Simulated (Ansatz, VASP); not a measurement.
# One calculation of Ga, two programs

Contents of INCAR:

```
SYSTEM = Ga
  ALGO = Fast
  EDIFF = 1E-7
  ENCUT = 520
  GGA_COMPAT = .FALSE.
  ISIF = 2
  ISMEAR = -1
  LASPH = .TRUE.
  LCHARG = .FALSE.
  LORBIT = 11
  LORBMOM = .TRUE.
  LREAL = .FALSE.
  LSORBIT = .TRUE.
  LWAVE = .FALSE.
  MAGMOM = 0 0 0
  NBANDS = 24
  NELM = 150
  PREC = Accurate
  SIGMA = 0.05
```

File KPOINTS:

```
k-points
0
G
  10 10 10
  0 0 0
```

File POSCAR:

```
Ga
1.0
   -1.3843987196      1.3843987196      2.3112238365
    1.3843987196     -1.3843987196      2.3112238365
    1.3843987196      1.3843987196     -2.3112238365
Ga
1
Direct
    0.0000000000      0.0000000000      0.0000000000
```

Contents of input.yaml:

```yaml
crystal:
  lattice:
    - [-1.3843987196, 1.3843987196, 2.3112238365]
    - [1.3843987196, -1.3843987196, 2.3112238365]
    - [1.3843987196, 1.3843987196, -2.3112238365]
  atoms:
    - { symbol: Ga, position: [0.0, 0.0, 0.0] }
hamiltonian:
  xc: lda
  pseudopotentials: { kind: paw_fr }
magnetization:
  noncollinear: true
  spin_orbit: true
kpoints:
  mp_grid: { grid: [10, 10, 10] }
  band_path:
    path:
      - [[0.0, 0.0, 0.0], [0.0, 0.0, 0.5], [-0.1793941871, 0.1793941871, 0.5], [-0.3396970935, 0.3396970935, 0.3396970935], [0.0, 0.0, 0.0], [0.5, 0.5, -0.5], [0.3396970935, 0.6603029065, -0.3396970935], [0.0, 0.5, 0.0], [0.25, 0.25, 0.25], [0.5, 0.5, -0.1793941871], [0.5, 0.5, -0.5]]
      - [[0.0, 0.0, 0.5], [0.25, 0.25, 0.25]]
    npoints: 14
scf:
  occupations: { method: fermi_dirac, width: 0.05 }
  n_extra_bands: 6
output:
  forces: true
  stress: true
  eigenvalues: true
  fatbands: false
```

Alike in both runs: functional LDA; k mesh 10 × 10 × 10; occupations fermi-dirac, width 0.05 eV; non-collinear spin, spin-orbit coupling.

```csv
,VASP,Ansatz
version,VASP 6.6.1,Ansatz 0.2.0
potentials or method,"VASP PAW LDA potentials, release 64 (Ga_d)",Ansatz PAW
plane-wave cutoff (eV),520,420
valence electrons in the cell,13,13
task,single point,band structure
```

VASP gave:

| Item | Value |
| --- | --- |
| pressure (GPa) | -1.9 |
| traceless stress, the component that is largest in VASP (GPa) | -1.95 |
| net moment per atom (μB) | 0.00 |

Question: Which values does Ansatz return?

Answer: Pressure (GPa): -2.0; traceless stress, the component that is largest in VASP (GPa): -1.91; net moment per atom (μB): 0.00.

LDA's correlation is that of Perdew and Zunger in VASP and of Perdew and Wang (1992) in Ansatz.
